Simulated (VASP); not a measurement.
# Sn5Ge (P4/mmm) in VASP: notebook, part 2 of 2

VASP 6.6.1. The steps go on from the part before.

**3. Single point, PBE**

This run uses another cell than the first one, of 26.61 Å³/atom.

The input, INCAR:

```
ALGO = Fast
EDIFF = 1E-6
ENCUT = 520
GGA = PE
ISIF = 2
ISMEAR = 0
LASPH = T
LCHARG = F
LREAL = F
LWAVE = F
NBANDS = 51
NELM = 100
PREC = Accurate
SIGMA = 0.1
```

The input, KPOINTS:

```
k-points
0
Gamma
  6 6 2
```

The input, POSCAR:

```
Sn5Ge
1.0
    3.3509690400      0.0000000000      0.0000000000
    0.0000000000      3.3509690400      0.0000000000
    0.0000000000      0.0000000000     14.2169576000
Sn Ge
5 1
Direct
    0.0000000000      0.0000000000      0.0000000000
    0.5000000000      0.5000000000      0.1666666700
    0.0000000000      0.0000000000      0.3333333300
    0.0000000000      0.0000000000      0.6666666700
    0.5000000000      0.5000000000      0.8333333300
    0.5000000000      0.5000000000      0.5000000000
```

Potentials or basis: VASP PAW PBE potentials, release 64 (Sn_d, Ge_d).

Command:

```sh
$ cat potpaw_PBE.64/Sn_d/POTCAR potpaw_PBE.64/Ge_d/POTCAR > POTCAR
$ mpirun -np 1 vasp_std > vasp.out
```

OUTCAR:

```text
EDIFF = 1E-6
   ENCUT = 520
   GGA = PE
   ISIF = 2
   ISMEAR = 0
   LASPH = T
   LREAL = F
   NELM = 100
   PREC = Accurate

 ion  position               nearest neighbor table
   1  0.000  0.000  0.000-   2 3.35   5 3.35   2 3.35   5 3.35   2 3.35   5 3.35   2 3.35   5 3.35

   2  0.500  0.500  0.167-   3 3.35   3 3.35   3 3.35   3 3.35   1 3.35   1 3.35   1 3.35   1 3.35

   3  0.000  0.000  0.333-   2 3.35   2 3.35   2 3.35   2 3.35
   4  0.000  0.000  0.667-   5 3.35   5 3.35   5 3.35   5 3.35
   5  0.500  0.500  0.833-   4 3.35   4 3.35   4 3.35   4 3.35   1 3.35   1 3.35   1 3.35   1 3.35

   6  0.500  0.500  0.500-

  LATTYP: Found a simple tetragonal cell.
 ALAT       =     3.3509690400
 C/A-ratio  =     4.2426406900

  Lattice vectors:

 A1 = (   3.3509690400,   0.0000000000,   0.0000000000)
 A2 = (   0.0000000000,   3.3509690400,   0.0000000000)
 A3 = (   0.0000000000,   0.0000000000,  14.2169576000)

Analysis of symmetry for initial positions (statically):
=====================================================================
 Subroutine PRICEL returns:
 Original cell was already a primitive cell.

 Routine SETGRP: Setting up the symmetry group for a
 simple tetragonal supercell.

 Subroutine GETGRP returns: Found 16 space group operations
 (whereof 16 operations were pure point group operations)
 out of a pool of 16 trial point group operations.

The static configuration has the point symmetry D_4h.

Analysis of symmetry for dynamics (positions and initial velocities):
=====================================================================
 Subroutine PRICEL returns:
 Original cell was already a primitive cell.

 Routine SETGRP: Setting up the symmetry group for a
 simple tetragonal supercell.

[... 126 lines left out ...]
     AMIX     =   0.40;   BMIX     =  1.00
     AMIX_MAG =   1.60;   BMIX_MAG =  1.00
  volume/ion in A,a.u.               =      26.61       179.55
  Fermi-wavevector in a.u.,A,eV,Ry     =   1.321657  2.497570 23.766347  1.746777
  Thomas-Fermi vector in A             =   2.451395
   LORBIT       =      0    0 simple, 1 ext, 2 COOP (PROOUT), +10 PAW based schemes
   GGA     = PE    functional components
   LHFCALC =     F    Hartree Fock is set to
   AEXX    =    0.0000 exact exchange contribution
   IVDW    =     0    specifies the selected vdW correction
   LEPSILON=     F    determine dielectric tensor
   LRPA    =     F    only Hartree local field effects (RPA)
 non-spin polarized calculation
 RMM-DIIS sequential band-by-band and
 Gauss-broadening in eV      SIGMA  =   0.10
  energy-cutoff  :      520.00
  volume of cell :      159.64
 maximum number of plane-waves:      4324
 NGX is ok and might be reduce to    28
   NGX = 13   NGY = 13   NGZ = 53

 number of electron      84.0000007 magnetization

 Free energy of the ion-electron system (eV)
  ---------------------------------------------------
  ext. energy  EPLUGINS =         0.00000000
  ---------------------------------------------------
  free energy    TOTEN  =       -22.60573325 eV

  energy without entropy =      -22.57788000  energy(sigma->0) =      -22.59180662

 E-fermi :   7.6887     XC(G=0): -10.3344

 val. band max:        7.6833639171   @ k =   0.5000   0.3333   0.5000
 cond. band min:       7.6903024673   @ k =   0.3333   0.0000   0.5000
 fundamental gap:      0.0069385502
 Fermi energy:         7.6887339132

 k-point     1 :       0.0000    0.0000    0.0000
  band No.  band energies     occupation
      1     -17.1407      2.00000
      2     -17.1238      2.00000
      3     -17.1136      2.00000
      4     -17.1136      2.00000
      5     -17.1105      2.00000
      6     -14.0458      2.00000
[... 1069 lines left out ...]
     50       8.8210      0.00000
     51       8.8708      0.00000

------------------------ aborting loop because EDIFF is reached ----------------------------------------

  FORCE on cell =-STRESS in cart. coord.  units (eV):
  Direction    XX          YY          ZZ          XY          YZ          ZX
  --------------------------------------------------------------------------------------
  -------------------------------------------------------------------------------------
  Total        1.2123532      1.2123532     -1.3015520      0.0000000     -0.0000000      0.0000000
  in kB       12.1672452     12.1672452    -13.0624486      0.0000000     -0.0000000      0.0000000
  external PRESSURE =       3.7573473 kB  Pullay stress =       0.0000000 kB

 VOLUME and BASIS-vectors are now :
 -----------------------------------------------------------------------------
  energy-cutoff  :      520.00
  volume of cell :      159.64
      direct lattice vectors                 reciprocal lattice vectors
     3.350969040  0.000000000  0.000000000     0.298421140  0.000000000  0.000000000
     0.000000000  3.350969040  0.000000000     0.000000000  0.298421140  0.000000000
     0.000000000  0.000000000 14.216957600     0.000000000  0.000000000  0.070338537

 POSITION                                       TOTAL-FORCE (eV/Angst)
 -----------------------------------------------------------------------------------
      0.00000      0.00000      0.00000         0.000000      0.000000     -0.000000
      1.67548      1.67548      2.36949         0.000000     -0.000000     -0.026781
      0.00000      0.00000      4.73899         0.000000      0.000000      0.539923
      0.00000      0.00000      9.47797        -0.000000      0.000000     -0.539923
      1.67548      1.67548     11.84746         0.000000      0.000000      0.026781
      1.67548      1.67548      7.10848         0.000000      0.000000     -0.000000
 -----------------------------------------------------------------------------------
    total drift:                                0.000000      0.000000      0.000000

  FREE ENERGIE OF THE ION-ELECTRON SYSTEM (eV)
  ---------------------------------------------------
  free  energy   TOTEN  =       -22.6057332458 eV

  energy  without entropy=      -22.5778800016  energy(sigma->0) =      -22.59180662
```

stdout:

```text
POSCAR found type information on POSCAR SnGe
 POSCAR found :  2 types and       6 ions
 scaLAPACK will be used
 LDA part: xc-table for (Slater+PW92), standard interpolation
 POSCAR, INCAR and KPOINTS ok, starting setup
 FFT: planning ... GRIDC
 FFT: planning ... GRID_SOFT
 FFT: planning ... GRID
 WAVECAR not read
 entering main loop
WARNING in EDDRMM: call to ZHEGV failed, returncode =   8  4     47
WARNING in EDDRMM: call to ZHEGV failed, returncode =   8  4     43
WARNING in EDDRMM: call to ZHEGV failed, returncode =   8  4     39
```

Run time: 9.3 min. Hardware: 1 thread of Intel Xeon 8259CL, shared host; peak memory 0.34 GiB.

Results:

- Free energy: -22.6057 eV
- Pressure: 0.4 GPa
- Largest force: 0.540 eV/Å
- Band gap on the k mesh: zero (bands 42 and 43 overlap by 4.49 eV)

Forces in eV/Å, atoms in the order of the input:
```
Sn   0.000  0.000  0.000
Sn   0.000  0.000 -0.027
Sn   0.000  0.000  0.540
Sn   0.000  0.000 -0.540
Sn   0.000  0.000  0.027
Ge   0.000  0.000  0.000
```

Stress tensor (GPa, compression positive):
```
 1.22  0.00  0.00
 0.00  1.22  0.00
 0.00  0.00 -1.31
```

Caveat: spin-orbit coupling is left out, which moves the levels of the heavy elements.

**4. Single point, PBE**

This run uses another cell than the first one, of 26.43 Å³/atom.

The input, INCAR:

```
PREC = Accurate
ENCUT = 520
EDIFF = 1E-6
ISMEAR = 0
SIGMA = 0.1
LREAL = F
LASPH = T
NELM = 80
ALGO = Fast
ISIF = 2
LWAVE = F
LCHARG = T
GGA = PE
LELF = T
LVHAR = T
NBANDS = 51
```

The input, KPOINTS:

```
Automatic mesh
0
Gamma
  10 10 4
```

The input, POSCAR:

```
Sn5Ge
1.0
    3.4675866260      0.0000000000      0.0000000000
    0.0000000000      3.4675866260      0.0000000000
    0.0000000000      0.0000000000     13.1885654858
Sn Ge
5 1
Direct
    0.0000000000      0.0000000000      0.0000000000
    0.5000000000      0.5000000000      0.1760025677
    0.0000000000      0.0000000000      0.3557508713
    0.0000000000      0.0000000000      0.6442491287
    0.5000000000      0.5000000000      0.8239974323
    0.5000000000      0.5000000000      0.5000000000
```

Potentials or basis: VASP PAW PBE potentials, release 64 (Sn_d, Ge_d).

Command:

```sh
$ cat potpaw_PBE.64/Sn_d/POTCAR potpaw_PBE.64/Ge_d/POTCAR > POTCAR
$ mpirun -np 1 vasp_std > vasp.out
```

OUTCAR:

```text
PREC = Accurate
   ENCUT = 520
   EDIFF = 1E-6
   ISMEAR = 0
   LREAL = F
   LASPH = T
   NELM = 80
   ISIF = 2
   GGA = PE

 ion  position               nearest neighbor table
   1  0.000  0.000  0.000-   2 3.38   5 3.38   2 3.38   5 3.38   2 3.38   5 3.38   2 3.38   5 3.38

   2  0.500  0.500  0.176-   1 3.38   1 3.38   1 3.38   1 3.38   3 3.41   3 3.41   3 3.41   3 3.41

   3  0.000  0.000  0.356-   6 3.10   6 3.10   6 3.10   6 3.10   2 3.41   2 3.41   2 3.41   2 3.41

   4  0.000  0.000  0.644-   6 3.10   6 3.10   6 3.10   6 3.10   5 3.41   5 3.41   5 3.41   5 3.41

   5  0.500  0.500  0.824-   1 3.38   1 3.38   1 3.38   1 3.38   4 3.41   4 3.41   4 3.41   4 3.41
[... 1508 lines left out ...]
  Total       -0.0467475     -0.0467475     -0.0285902      0.0000000      0.0000000     -0.0000000
  in kB       -0.4722986     -0.4722986     -0.2888520      0.0000000      0.0000000     -0.0000000
  external PRESSURE =      -0.4111497 kB  Pullay stress =       0.0000000 kB

 VOLUME and BASIS-vectors are now :
 -----------------------------------------------------------------------------
  energy-cutoff  :      520.00
  volume of cell :      158.58
      direct lattice vectors                 reciprocal lattice vectors
     3.467586626  0.000000000  0.000000000     0.288385009  0.000000000  0.000000000
     0.000000000  3.467586626  0.000000000     0.000000000  0.288385009  0.000000000
     0.000000000  0.000000000 13.188565486     0.000000000  0.000000000  0.075823258

 POSITION                                       TOTAL-FORCE (eV/Angst)
 -----------------------------------------------------------------------------------
      0.00000      0.00000      0.00000         0.000000      0.000000     -0.000000
      1.73379      1.73379      2.32122        -0.000000     -0.000000     -0.000169
      0.00000      0.00000      4.69184        -0.000000      0.000000     -0.003136
      0.00000      0.00000      8.49672         0.000000      0.000000      0.003136
      1.73379      1.73379     10.86734         0.000000     -0.000000      0.000169
      1.73379      1.73379      6.59428         0.000000      0.000000     -0.000000
 -----------------------------------------------------------------------------------
    total drift:                                0.000000     -0.000000      0.000000

  FREE ENERGIE OF THE ION-ELECTRON SYSTEM (eV)
  ---------------------------------------------------
  free  energy   TOTEN  =       -23.1254128604 eV

  energy  without entropy=      -23.1155511354  energy(sigma->0) =      -23.12048200
```

OSZICAR:

```text
N       E                     dE             d eps       ncg     rms          rms(c)
DAV:   1     0.923630776856E+03    0.92363E+03   -0.40895E+04  6970   0.301E+03
DAV:   2     0.148806109865E+03   -0.77482E+03   -0.75870E+03  6426   0.782E+02
DAV:   3    -0.104880057534E+02   -0.15929E+03   -0.15620E+03  6859   0.250E+02
[... 11 lines left out ...]
RMM:  15    -0.231254032602E+02   -0.89168E-05   -0.96392E-05  7140   0.317E-02    0.229E-02
RMM:  16    -0.231254076952E+02   -0.44349E-05   -0.50438E-05  7020   0.214E-02    0.221E-02
RMM:  17    -0.231254103210E+02   -0.26258E-05   -0.24621E-05  6908   0.164E-02    0.240E-02
RMM:  18    -0.231254123652E+02   -0.20442E-05   -0.15303E-05  6587   0.112E-02    0.265E-02
RMM:  19    -0.231254128604E+02   -0.49519E-06   -0.72152E-06  6194   0.839E-03
   1 F= -.23125413E+02 E0= -.23120482E+02  d E =-.986173E-02
```

stdout:

```text
POSCAR found type information on POSCAR SnGe
 POSCAR found :  2 types and       6 ions
 scaLAPACK will be used
 LDA part: xc-table for (Slater+PW92), standard interpolation
 POSCAR, INCAR and KPOINTS ok, starting setup
 FFT: planning ... GRIDC
 FFT: planning ... GRID_SOFT
 FFT: planning ... GRID
 WAVECAR not read
 entering main loop
WARNING in EDDRMM: call to ZHEGV failed, returncode =   6  3     42
```

Run time: 20 min. Hardware: 1 thread of Intel Xeon 8259CL, shared host; peak memory 0.53 GiB.

What came out:

```yaml
Free_energy: -23.1254 eV
Pressure: 0.0 GPa
Largest_force: 0.003 eV/Å
Band_gap_on_the_k_mesh: zero (bands 42 and 43 overlap by 3.92 eV)
```

Forces on the atoms (eV/Å):
```
Sn   0.000  0.000  0.000
Sn   0.000  0.000  0.000
Sn   0.000  0.000 -0.003
Sn   0.000  0.000  0.003
Sn   0.000  0.000  0.000
Ge   0.000  0.000  0.000
```

Caveat: spin-orbit coupling is left out, which moves the levels of the heavy elements.

**5. Overview**

| cell | k mesh | further INCAR settings | gap on the mesh (eV) | pressure (GPa) | largest force (eV/Å) |
| --- | --- | --- | --- | --- | --- |
| a = 3.571, b = 3.571, c = 12.404 Å, 6 atoms, atomic positions A | 6 × 6 × 2 | ALGO = Fast; EDIFF = 1e-07; NBANDS = 51 | none | 0.0 | 0.02 |
| a = 3.351, b = 3.351, c = 14.217 Å, 6 atoms, atomic positions B | 6 × 6 × 2 | ALGO = Fast; EDIFF = 1e-06; NBANDS = 51 | none | 0.4 | 0.54 |
| a = 3.468, b = 3.468, c = 13.189 Å, 6 atoms, atomic positions C | 10 × 10 × 4 | ALGO = Fast; EDIFF = 1e-06; NBANDS = 51 | none | 0.0 | - |

Alike in all rows: task single point; level PBE; potentials or basis VASP PAW PBE potentials, release 64 (Sn_d, Ge_d); no spin polarisation; cutoff (eV) 520; smearing gaussian 0.1 eV.

Caveats: spin-orbit coupling is left out, which moves the levels of the heavy elements.

Total energies depend on the potentials used, so only differences within one code and one set of settings carry meaning.
